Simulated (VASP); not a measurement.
# Sr4Ir (Im-3m) in VASP: further runs

Runs on Sr4Ir. Level: PBE. Tasks: single point, relaxation of cell and atoms.

Everything below comes from runs of VASP 6.6.1. Logs are shortened: lines on timing, memory, paths and dates and some standing lists are left out, and cuts for length are marked.

## Step 1: The cell of the first run

The structure is cubic, space group Im-3m (No. 229). The conventional cell has a = 7.412 Å, b = 7.412 Å, c = 7.412 Å, α = 90.00°, β = 90.00°, γ = 90.00°. Sr (site symmetry -3m) has 2 Ir at 3.21 Å and 6 Sr at 3.71 Å within 4.2 Å. Ir (site symmetry m-3m) has 8 Sr at 3.21 Å within 4.2 Å.

The cell was generated, and may not be a known phase.

## Step 2: Single point, PBE

INCAR

```
PREC = Accurate ; ENCUT = 520
EDIFF = 1E-6 ; ISMEAR = 0
SIGMA = 0.1 ; LREAL = False
LASPH = True ; NELM = 60
ALGO = Normal ; ISIF = 2
LWAVE = False ; LCHARG = True
GGA = PE ; LELF = True
LVHAR = True ; NBANDS = 32
```

KPOINTS

```
Automatic mesh
0
Gamma
  4 4 4
```

POSCAR

```
Sr4Ir
1.0
   -3.7059125821      3.7059125821      3.7059125821
    3.7059125821     -3.7059125821      3.7059125821
    3.7059125821      3.7059125821     -3.7059125821
Sr Ir
4 1
Direct
    0.5000000000      0.5000000000      0.5000000000
    0.0000000000      0.0000000000      0.5000000000
    0.0000000000      0.5000000000      0.0000000000
    0.5000000000      0.0000000000      0.0000000000
    0.0000000000      0.0000000000      0.0000000000
```

Potentials or basis: VASP PAW PBE potentials, release 64 (Sr_sv, Ir).

Run with:

```sh
cat potpaw_PBE.64/Sr_sv/POTCAR potpaw_PBE.64/Ir/POTCAR > POTCAR
mpirun -np 1 vasp_std > vasp.out
```

OUTCAR:

```text
PREC = Accurate
   ENCUT = 520
   EDIFF = 1E-6
   ISMEAR = 0
   LREAL = False
   LASPH = True
   NELM = 60
   ISIF = 2
   GGA = PE

 ion  position               nearest neighbor table
   1  0.500  0.500  0.500-   5 3.21   5 3.21   4 3.71   2 3.71   4 3.71   3 3.71   2 3.71   3 3.71

   2  0.000  0.000  0.500-   5 3.21   5 3.21   4 3.71   1 3.71   3 3.71   3 3.71   4 3.71   1 3.71

   3  0.000  0.500  0.000-   5 3.21   5 3.21   4 3.71   1 3.71   2 3.71   2 3.71   1 3.71   4 3.71

   4  0.500  0.000  0.000-   5 3.21   5 3.21   3 3.71   1 3.71   1 3.71   2 3.71   2 3.71   3 3.71

   5  0.000  0.000  0.000-   1 3.21   2 3.21   3 3.21   4 3.21   2 3.21   3 3.21   4 3.21   1 3.21

  LATTYP: Found a body centered cubic cell.
 ALAT       =     7.4118251642

  Lattice vectors:

 A1 = (  -3.7059125821,   3.7059125821,   3.7059125821)
 A2 = (   3.7059125821,  -3.7059125821,   3.7059125821)
 A3 = (   3.7059125821,   3.7059125821,  -3.7059125821)

Analysis of symmetry for initial positions (statically):
=====================================================================
 Subroutine PRICEL returns:
 Original cell was already a primitive cell.

 Routine SETGRP: Setting up the symmetry group for a
 body centered cubic supercell.

 Subroutine GETGRP returns: Found 48 space group operations
 (whereof 48 operations were pure point group operations)
 out of a pool of 48 trial point group operations.

The static configuration has the point symmetry O_h .

Analysis of symmetry for dynamics (positions and initial velocities):
=====================================================================
 Subroutine PRICEL returns:
 Original cell was already a primitive cell.

 Routine SETGRP: Setting up the symmetry group for a
 body centered cubic supercell.

 Subroutine GETGRP returns: Found 48 space group operations
 (whereof 48 operations were pure point group operations)
 out of a pool of 48 trial point group operations.

The dynamic configuration has the point symmetry O_h .

 Subroutine INISYM returns: Found 48 space group operations
 (whereof 48 operations are pure point group operations),
 and found     1 'primitive' translations

----------------------------------------------------------------------------------------

                                     Primitive cell

  volume of cell :     203.5849

  direct lattice vectors                    reciprocal lattice vectors
    -3.705912582  3.705912582  3.705912582     0.000000000  0.134919534  0.134919534
     3.705912582 -3.705912582  3.705912582     0.134919534  0.000000000  0.134919534
     3.705912582  3.705912582 -3.705912582     0.134919534  0.134919534  0.000000000

  length of vectors
     6.418828881  6.418828881  6.418828881     0.190805035  0.190805035  0.190805035

  position of ions in fractional coordinates (direct lattice)
     0.500000000  0.500000000  0.500000000
     0.000000000  0.000000000  0.500000000
     0.000000000  0.500000000  0.000000000
     0.500000000  0.000000000  0.000000000
     0.000000000  0.000000000  0.000000000

  ion indices of the primitive-cell ions
   primitive index   ion index
                 1           1
                 2           2
                 3           3
                 4           4
                 5           5

----------------------------------------------------------------------------------------

 KPOINTS: Automatic mesh

Automatic generation of k-mesh.
 Grid dimensions read from file:
 generate k-points for:    4    4    4

 Generating k-lattice:

  Cartesian coordinates                     Fractional coordinates (reciprocal lattice)
     0.000000000  0.033729884  0.033729884     0.250000000  0.000000000  0.000000000
     0.033729884  0.000000000  0.033729884     0.000000000  0.250000000  0.000000000
     0.033729884  0.033729884  0.000000000     0.000000000  0.000000000  0.250000000

  Length of vectors
     0.047701259  0.047701259  0.047701259

  Shift w.r.t. Gamma in fractional coordinates (k-lattice)
     0.000000000  0.000000000  0.000000000

 Subroutine IBZKPT returns following result:
 ===========================================

 Found      8 irreducible k-points:

 Following reciprocal coordinates:
            Coordinates               Weight
  0.000000  0.000000  0.000000      1.000000
  0.250000  0.000000  0.000000     12.000000
  0.500000  0.000000  0.000000      6.000000
  0.250000  0.250000  0.000000     24.000000
  0.250000  0.250000  0.250000      2.000000
 -0.250000  0.250000  0.250000      6.000000
  0.500000  0.500000  0.250000     12.000000
  0.500000  0.500000  0.500000      1.000000
   k-points           NKPTS =      8   k-points in BZ     NKDIM =      8   number of bands    NBANDS=     32
   number of dos      NEDOS =    301   number of ions     NIONS =      5
   total plane-waves  NPLWV = 110592
   dimension x,y,z NGX =    48 NGY =   48 NGZ =   48
   dimension x,y,z NGXF=    96 NGYF=   96 NGZF=   96
   ions per type =               4   1
   NGX,Y,Z   is equivalent  to a cutoff of  12.43, 12.43, 12.43 a.u.
   NGXF,Y,Z  is equivalent  to a cutoff of  24.86, 24.86, 24.86 a.u.
 SYSTEM =  unknown system
   PREC   = accura    normal or accurate (medium, high low for compatibility)
   ISTART =      0    job   : 0-new  1-cont  2-samecut
   ICHARG =      2    charge: 1-file 2-atom 10-const
   ISPIN  =      1    spin polarized calculation?
   LNONCOLLINEAR =      F non collinear calculations
   LSORBIT =      F    spin-orbit coupling
   LASPH  =      T    aspherical Exc in radial PAW
   ENCUT  =  520.0 eV  38.22 Ry    6.18 a.u.  11.93 11.93 11.93*2*pi/ulx,y,z
   NELM   =     60;   NELMIN=  2; NELMDL= -5     # of ELM steps
   EDIFF  = 0.1E-05   stopping-criterion for ELM
   LREAL  =      F    real-space projection
   EDIFFG = 0.1E-04   stopping-criterion for IOM
   NSW    =      0    number of steps for IOM
   IBRION =     -1    ionic relax: 0-MD 1-quasi-New 2-CG
   NFREE  =      0    steps in history (QN), initial steepest desc. (CG)
   ISIF   =      2    stress and relaxation
   ISYM   =      2    0-nonsym 1-usesym 2-fastsym
   POTIM  = 0.5000    time-step for ionic-motion
   TEBEG  =    0.0;   TEEND  =   0.0 temperature during run
   PSTRESS=    0.0 pullay stress
   NELECT =      49.0000    total number of electrons
   NUPDOWN=      -1.0000    fix difference up-down
   EMIN   =  10.00;   EMAX   =-10.00  energy-range for DOS
   EFERMI =   0.00;   METHOD = LEGACY
   ISMEAR =     0;   SIGMA  =   0.10  broadening in eV -4-tet -1-fermi 0-gaus
   EFERMI_NEDOS =   21; number of points for ismear=-14 and -15
   IALGO  =     38    algorithm
   IMIX   =      4    mixing-type and parameters
     AMIX     =   0.40;   BMIX     =  1.00
     AMIX_MAG =   1.60;   BMIX_MAG =  1.00
  volume/ion in A,a.u.               =      40.72       274.77
  Fermi-wavevector in a.u.,A,eV,Ry     =   1.018337  1.924379 14.109392  1.037011
  Thomas-Fermi vector in A             =   2.151789
   LORBIT       =      0    0 simple, 1 ext, 2 COOP (PROOUT), +10 PAW based schemes
   GGA     = PE    functional components
   LHFCALC =     F    Hartree Fock is set to
   AEXX    =    0.0000 exact exchange contribution
   IVDW    =     0    specifies the selected vdW correction
   LEPSILON=     F    determine dielectric tensor
   LRPA    =     F    only Hartree local field effects (RPA)
 non-spin polarized calculation
 Gauss-broadening in eV      SIGMA  =   0.10
  energy-cutoff  :      520.00
  volume of cell :      203.58
 maximum number of plane-waves:      5594
   NGX = 23   NGY = 23   NGZ = 23

 number of electron      48.9999999 magnetization

 Free energy of the ion-electron system (eV)
  ---------------------------------------------------
  ext. energy  EPLUGINS =         0.00000000
  ---------------------------------------------------
  free energy    TOTEN  =       -15.06550648 eV

  energy without entropy =      -15.04164821  energy(sigma->0) =      -15.05357735

 E-fermi :   2.2220     XC(G=0):  -8.2026

 val. band max:        2.1665933727   @ k =   0.5000   0.0000   0.0000
 cond. band min:       2.2405976713   @ k =   0.2500   0.0000   0.0000
 fundamental gap:      0.0740042986
 Fermi energy:         2.2220460545

 k-point     1 :       0.0000    0.0000    0.0000
  band No.  band energies     occupation
      1     -33.8441      2.00000
      2     -33.7850      2.00000
      3     -33.7850      2.00000
      4     -33.7850      2.00000
      5     -16.0949      2.00000
      6     -16.0949      2.00000
[... 24 lines left out ...]
     31       4.5127      0.00000
     32       4.5127      0.00000

 k-point     2 :       0.2500    0.0000    0.0000
  band No.  band energies     occupation
      1     -33.8353      2.00000
      2     -33.7935      2.00000
      3     -33.7851      2.00000
      4     -33.7850      2.00000
      5     -16.0787      2.00000
      6     -16.0763      2.00000
[... 24 lines left out ...]
     31       4.4870      0.00000
     32       4.6502      0.00000

 k-point     3 :       0.5000    0.0000    0.0000
  band No.  band energies     occupation
      1     -33.8144      2.00000
      2     -33.8140      2.00000
      3     -33.7852      2.00000
      4     -33.7850      2.00000
      5     -16.0671      2.00000
      6     -16.0633      2.00000
[... 24 lines left out ...]
     31       4.0329      0.00000
     32       4.5437      0.00000

 k-point     4 :       0.2500    0.2500    0.0000
  band No.  band energies     occupation
      1     -33.8204      2.00000
      2     -33.7996      2.00000
      3     -33.7995      2.00000
      4     -33.7792      2.00000
      5     -16.0605      2.00000
      6     -16.0003      2.00000
[... 24 lines left out ...]
     31       4.2581      0.00000
     32       4.7017      0.00000

 k-point     5 :       0.2500    0.2500    0.2500
  band No.  band energies     occupation
      1     -33.7998      2.00000
      2     -33.7997      2.00000
      3     -33.7997      2.00000
      4     -33.7997      2.00000
      5     -15.9165      2.00000
      6     -15.9165      2.00000
[... 24 lines left out ...]
     31       4.1125      0.00000
     32       5.2000      0.00000

 k-point     6 :      -0.2500    0.2500    0.2500
  band No.  band energies     occupation
      1     -33.8290      2.00000
      2     -33.7994      2.00000
      3     -33.7994      2.00000
      4     -33.7708      2.00000
      5     -16.1242      2.00000
      6     -16.0506      2.00000
[... 24 lines left out ...]
     31       4.1317      0.00000
     32       4.6070      0.00000

 k-point     7 :       0.5000    0.5000    0.2500
  band No.  band energies     occupation
      1     -33.8141      2.00000
      2     -33.8139      2.00000
      3     -33.8054      2.00000
      4     -33.7649      2.00000
      5     -16.1230      2.00000
      6     -16.0875      2.00000
[... 24 lines left out ...]
     31       4.0604      0.00000
     32       4.2681      0.00000

 k-point     8 :       0.5000    0.5000    0.5000
  band No.  band energies     occupation
      1     -33.8137      2.00000
      2     -33.8137      2.00000
      3     -33.8137      2.00000
      4     -33.7565      2.00000
      5     -16.1532      2.00000
      6     -16.1532      2.00000
[... 24 lines left out ...]
     31       3.9002      0.00000
     32       3.9002      0.00000

------------------------ aborting loop because EDIFF is reached ----------------------------------------

  FORCE on cell =-STRESS in cart. coord.  units (eV):
  Direction    XX          YY          ZZ          XY          YZ          ZX
  --------------------------------------------------------------------------------------
  -------------------------------------------------------------------------------------
  Total       -0.0008387     -0.0008387     -0.0008387      0.0000000     -0.0000000      0.0000000
  in kB       -0.0066005     -0.0066005     -0.0066005      0.0000000     -0.0000000      0.0000000
  external PRESSURE =      -0.0066005 kB  Pullay stress =       0.0000000 kB

 VOLUME and BASIS-vectors are now :
 -----------------------------------------------------------------------------
  energy-cutoff  :      520.00
  volume of cell :      203.58
      direct lattice vectors                 reciprocal lattice vectors
    -3.705912582  3.705912582  3.705912582     0.000000000  0.134919534  0.134919534
     3.705912582 -3.705912582  3.705912582     0.134919534  0.000000000  0.134919534
     3.705912582  3.705912582 -3.705912582     0.134919534  0.134919534  0.000000000

 POSITION                                       TOTAL-FORCE (eV/Angst)
 -----------------------------------------------------------------------------------
      1.85296      1.85296      1.85296         0.000000     -0.000000     -0.000000
      1.85296      1.85296     -1.85296        -0.000000     -0.000000      0.000000
      1.85296     -1.85296      1.85296        -0.000000      0.000000      0.000000
     -1.85296      1.85296      1.85296        -0.000000      0.000000     -0.000000
      0.00000      0.00000      0.00000        -0.000000      0.000000     -0.000000
 -----------------------------------------------------------------------------------
    total drift:                                0.000000      0.000000     -0.000000

  FREE ENERGIE OF THE ION-ELECTRON SYSTEM (eV)
  ---------------------------------------------------
  free  energy   TOTEN  =       -15.0655064795 eV

  energy  without entropy=      -15.0416482119  energy(sigma->0) =      -15.05357735
```

Run time: 69 s. Hardware: 1 thread of Intel Xeon Platinum 8259CL at 2.50GHz (Skylake/Cascade Lake), shared host; peak memory 0.33 GiB.

What came out:

```yaml
Free_energy: -15.0655 eV
Pressure: 0.0 GPa
Band_gap_on_the_k_mesh: zero (an odd number of electrons rules out a gap without spin polarisation)
```

Levels at points of the mesh, in eV from the Fermi level:
| k point | band 21 | band 22 | band 23 | band 24 | band 25 | band 26 | band 27 | band 28 | band 29 | band 30 |
| --- | --- | --- | --- | --- | --- | --- | --- | --- | --- | --- |
| (0.00, 0.00, 0.00) | -1.81 | -1.81 | -1.64 | 0.06 | 0.06 | 1.82 | 1.82 | 1.82 | 2.13 | 2.13 |
| (0.50, 0.00, 0.00) | -1.45 | -1.20 | -1.14 | -0.38 | -0.06 | 0.47 | 1.02 | 1.07 | 1.52 | 1.66 |
| (0.50, 0.50, 0.50) | -1.14 | -1.14 | -1.04 | -1.04 | -1.04 | 0.52 | 0.52 | 0.52 | 0.60 | 0.60 |

Caveat: spin-orbit coupling is left out, which moves the levels of the heavy elements.

## Step 3: Single point, PBE

This run uses another cell than the first one, of 58.86 Å³/atom.

INCAR

```
SYSTEM = Sr4Ir
PREC     = Accurate       ! precision mode
ENCUT    = 520            ! plane-wave cutoff, eV
EDIFF    = 1E-7           ! SCF threshold, eV
ISMEAR   = 0              ! smearing method
SIGMA    = 0.1            ! smearing width, eV
LREAL    = .FALSE.        ! projectors in reciprocal space
LASPH    = .TRUE.         ! aspherical terms in the spheres
NELM     = 60             ! most SCF steps
ALGO     = Normal         ! electronic algorithm
ISIF     = 2              ! what is computed and relaxed
LWAVE    = .FALSE.        ! write WAVECAR
LCHARG   = .FALSE.        ! write CHGCAR
GGA      = PE             ! functional
NBANDS   = 32             ! bands
```

KPOINTS

```
Automatic mesh
0
G
  4 4 4
  0 0 0
```

Edit POSCAR of step 2 so:

```diff
@@ -2,5 +2,5 @@
 1.0
-   -3.7059125821      3.7059125821      3.7059125821
-    3.7059125821     -3.7059125821      3.7059125821
-    3.7059125821      3.7059125821     -3.7059125821
+   -4.1902632400      4.1902632400      4.1902632400
+    4.1902632400     -4.1902632400      4.1902632400
+    4.1902632400      4.1902632400     -4.1902632400
 Sr Ir
```

Potentials or basis: VASP PAW PBE potentials, release 64 (Sr_sv, Ir).

Run with:

```sh
cat potpaw_PBE.64/Sr_sv/POTCAR potpaw_PBE.64/Ir/POTCAR > POTCAR
mpirun -np 1 vasp_std > vasp.out
```

Wall time 2.4 min (1 thread of Intel Xeon Platinum 8259CL at 2.50GHz (Skylake/Cascade Lake), shared host); peak memory 0.41 GiB.

The run converged. Its results:

* Free energy: -13.5133 eV
* Pressure: -4.1 GPa
* Band gap on the k mesh: zero (an odd number of electrons rules out a gap without spin polarisation)

Levels at points of the mesh, in eV from the Fermi level:
| k point | band 21 | band 22 | band 23 | band 24 | band 25 | band 26 | band 27 | band 28 | band 29 | band 30 |
| --- | --- | --- | --- | --- | --- | --- | --- | --- | --- | --- |
| (0.00, 0.00, 0.00) | -1.09 | -1.00 | -1.00 | 0.38 | 0.38 | 1.25 | 1.25 | 1.25 | 1.46 | 1.46 |
| (0.50, 0.00, 0.00) | -0.84 | -0.79 | -0.71 | -0.27 | 0.12 | 0.13 | 0.56 | 1.05 | 1.26 | 1.48 |
| (0.50, 0.50, 0.50) | -0.91 | -0.91 | -0.65 | -0.65 | -0.65 | 0.33 | 0.33 | 0.78 | 0.78 | 0.78 |

Caveat: the cell stands under tension; spin-orbit coupling is left out, which moves the levels of the heavy elements.

## Step 4: Single point, PBE

INCAR

```
SYSTEM = Sr4Ir
  PREC = Accurate
  ENCUT = 520
  EDIFF = 1E-6
  ISMEAR = 0
  SIGMA = 0.1
  LREAL = .FALSE.
  LASPH = .TRUE.
  NELM = 60
  ALGO = Fast
  ISIF = 2
  LWAVE = .FALSE.
  LCHARG = .FALSE.
  GGA = PE
  NBANDS = 32
```

KPOINTS

```
Automatic mesh
0
G
  8 8 8
  0 0 0
```

Edit POSCAR of step 3 so:

```diff
@@ -2,5 +2,5 @@
 1.0
-   -4.1902632400      4.1902632400      4.1902632400
-    4.1902632400     -4.1902632400      4.1902632400
-    4.1902632400      4.1902632400     -4.1902632400
+   -3.7059125821      3.7059125821      3.7059125821
+    3.7059125821     -3.7059125821      3.7059125821
+    3.7059125821      3.7059125821     -3.7059125821
 Sr Ir
```

Run with:

```sh
cat potpaw_PBE.64/Sr_sv/POTCAR potpaw_PBE.64/Ir/POTCAR > POTCAR
mpirun -np 1 vasp_std > vasp.out
```

It took 7.3 min on 1 thread of Intel Xeon Platinum 8259CL at 2.50GHz (Skylake/Cascade Lake), shared host; peak memory 0.42 GiB.

It converged, with:

| Quantity | Value |
| --- | --- |
| Free energy | -15.0461 eV |
| Pressure | 0.0 GPa |
| Band gap on the k mesh | zero (an odd number of electrons rules out a gap without spin polarisation) |

Levels at points of the mesh, in eV from the Fermi level:
```tsv
k point	band 23	band 24	band 25	band 26	band 27	band 28
(0.00, 0.00, 0.00)	-1.62	0.08	0.08	1.84	1.84	2.09
(0.50, 0.00, 0.00)	-1.11	-0.36	-0.04	0.49	1.03	1.09
(0.50, 0.50, 0.50)	-1.01	-1.01	-1.01	0.54	0.54	0.54
```

Caveat: spin-orbit coupling is left out, which moves the levels of the heavy elements.

[end of part 1 of 2]

The gap in the log of VASP goes by the Fermi energy; the results here count the filled bands.